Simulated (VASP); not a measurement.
A run of VASP 6.6.1 is set up as follows.

INCAR

```
ALGO     = Fast           # electronic algorithm
EDIFF    = 1E-6           # SCF threshold, eV
ENCUT    = 520            # plane-wave cutoff, eV
GGA      = PS             # functional
ISIF     = 2              # what is computed and relaxed
ISMEAR   = 0              # smearing method
LASPH    = T              # aspherical terms in the spheres
LCHARG   = F              # write CHGCAR
LREAL    = F              # projectors in reciprocal space
LWAVE    = F              # write WAVECAR
NBANDS   = 13             # bands
NELM     = 60             # most SCF steps
PREC     = Accurate       # precision mode
SIGMA    = 0.15           # smearing width, eV
```

The input KPOINTS:

```
k-points
0
Gamma
  20 20 20
```

Contents of POSCAR:

```
W
1.0
   -1.5673506250      1.5973000000      1.5673506250
    1.6272493750     -1.5973000000      1.6272493750
    1.5673506250      1.5973000000     -1.5673506250
W
1
Direct
    0.0000000000      0.0000000000      0.0000000000
```

Potentials or basis: VASP PAW PBE potentials, release 64 (W_sv).

Run with:

```bash
$ cat potpaw_PBE.64/W_sv/POTCAR > POTCAR
$ mpirun -np 1 vasp_std > vasp.out
```

(1) What does it give for the pressure?

(2) Estimate the band gap on the k mesh.

Results:

(1) -10.6 GPa.

(2) zero (band 7 reaches 15.45 eV, above the bottom of band 8 at 9.85 eV).

Caveat: the cell differs from its parent crystal (strain +0.0375 x Voigt [0, 0, 0, 0, 1, 0]); the PAW data sets were made with another functional, which shifts forces and pressure a little; spin-orbit coupling is left out, which moves the levels of the heavy elements.
